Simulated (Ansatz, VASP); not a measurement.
Al2Cu in VASP and in Ansatz

INCAR

```
SYSTEM = Al2Cu
  PREC = Accurate
  ENCUT = 520
  EDIFF = 1E-6
  ISMEAR = 0
  SIGMA = 0.15
  LREAL = .False.
  LASPH = .True.
  NELM = 80
  ALGO = Fast
  ISIF = 2
  LWAVE = .False.
  LCHARG = .False.
  GGA = PS
  NBANDS = 26
```

Contents of KPOINTS:

```
regular mesh
0
Gamma
  10 10 10
  0 0 0
```

The input POSCAR:

```
Al2Cu
1.0
   -3.1463500000      3.1463500000      2.4621000000
    3.1463500000     -3.1463500000      2.4621000000
    3.1463500000      3.1463500000     -2.4621000000
Al Cu
4 2
Direct
    0.1593210787      0.6593210787      0.8186421574
    0.6593210787      0.8406789213      0.5000000000
    0.8406789213      0.3406789213      0.1813578426
    0.3406789213      0.1593210787      0.5000000000
    0.7500000000      0.7500000000      0.0000000000
    0.2500000000      0.2500000000      0.0000000000
```

Input for Ansatz:

```yaml
crystal:
  lattice:
    - [-3.14635, 3.14635, 2.4621]
    - [3.14635, -3.14635, 2.4621]
    - [3.14635, 3.14635, -2.4621]
  atoms:
    - { symbol: Al, position: [0.1593210787, 0.6593210787, 0.8186421574] }
    - { symbol: Al, position: [0.6593210787, 0.8406789213, 0.5] }
    - { symbol: Al, position: [0.8406789213, 0.3406789213, 0.1813578426] }
    - { symbol: Al, position: [0.3406789213, 0.1593210787, 0.5] }
    - { symbol: Cu, position: [0.75, 0.75, 0.0] }
    - { symbol: Cu, position: [0.25, 0.25, 0.0] }
basis:
  ecutwfc: 520.0
kpoints:
  mp_grid: { grid: [10, 10, 10] }
hamiltonian:
  xc: pbesol
  pseudopotentials: { kind: paw, azcp: { folder: soft_1 } }
scf:
  occupations: { method: gaussian, width: 0.15 }
output:
  forces: true
  stress: true
  eigenvalues: true
```

Alike in both runs: task single point; functional PBEsol; k mesh 10 × 10 × 10; occupations gaussian, width 0.15 eV; no spin polarisation.

|  | VASP | Ansatz |
| --- | --- | --- |
| version | VASP 6.6.1 | Ansatz 0.2.0 |
| potentials or method | VASP PAW PBE potentials, release 64 (Al, Cu), cutoff 520 eV | scalar-relativistic, plane waves, PAW |
| valence electrons in the cell | 34 | 50 |

|  | VASP | Ansatz | Ansatz less VASP |
| --- | --- | --- | --- |
| gap on the k mesh at the Fermi level (eV) | none | none | - |
| pressure (GPa) | -9.2 | -9.8 | -0.59 |
| traceless stress, the component that is largest in VASP (GPa) | 2.00 | 1.99 | -0.008 |
| rms of the force components (eV/Å) | 0.003 | 0.004 | +0.0013 |

VASP's potentials were made for PBE, not for PBEsol, and Ansatz warns of the same on its side. Atom by atom the forces differ by 0.001 eV/Å (rms over components). A gap of «none» marks a metal or a gap that the smearing closes. VASP's potentials hold 34 valence electrons a cell and Ansatz's 50, so a difference there can come from the potentials and not from the codes.
